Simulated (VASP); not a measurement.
Runs of VASP 6.6.1 on TaN. The structure is that of space group I4mm (No. 107), or close to it. The cells are those of the table. 

```tsv
potentials or basis	cell	cutoff (eV)	second run	gap on the mesh (eV)	pressure (GPa)	largest force (eV/Å)
VASP PAW LDA potentials, release 64 (Ta_pv, N)	a = 3.126 Å, angles 60.0°, 2 atoms	520	-	none	-8.3	1.79
VASP PAW LDA potentials, release 64 (Ta_pv, N)	a = 3.100 Å, angles 60.0°, 2 atoms	520	-	none	0.2	2.04
VASP PAW LDA potentials, release 64 (Ta_sv_GW, N)	a = 3.126 Å, angles 60.0°, 2 atoms	600	valence_matched	none	-3.6	(b)
VASP PAW LDA potentials, release 64 (Ta_sv_GW, N)	a = 3.100 Å, angles 60.0°, 2 atoms	600	valence_matched	none	5.2	3.11
VASP PAW LDA potentials, release 64 (Ta_pv, N)	a = 3.023 Å, angles 60.0°, 2 atoms	520	-	none	(a)	1.69
VASP PAW LDA potentials, release 64 (Ta_pv, N)	a = 3.049 Å, angles 60.0°, 2 atoms	520	-	none	20.4	2.58
VASP PAW LDA potentials, release 64 (Ta_sv_GW, N)	a = 3.049 Å, angles 60.0°, 2 atoms	600	valence_matched	none	26.0	3.87
```

Alike in all rows: task single point; level LDA; no spin polarisation; k mesh 18 × 18 × 18; smearing gaussian 0.15 eV.

Q: Estimate the missing entries.

A: (a) 27.7; (b) 2.76.

Caveats: spin-orbit coupling is left out, which moves the levels of the heavy elements; forces of over 1 eV/Å act on the atoms, so gaps and moduli don't describe the material at rest.

A k mesh can miss the band edges, and the runs leave out spin-orbit coupling on Ta.

A gap of «none» marks levels without a gap at the run's occupations.

The runs don't all hold the same shells in valence.
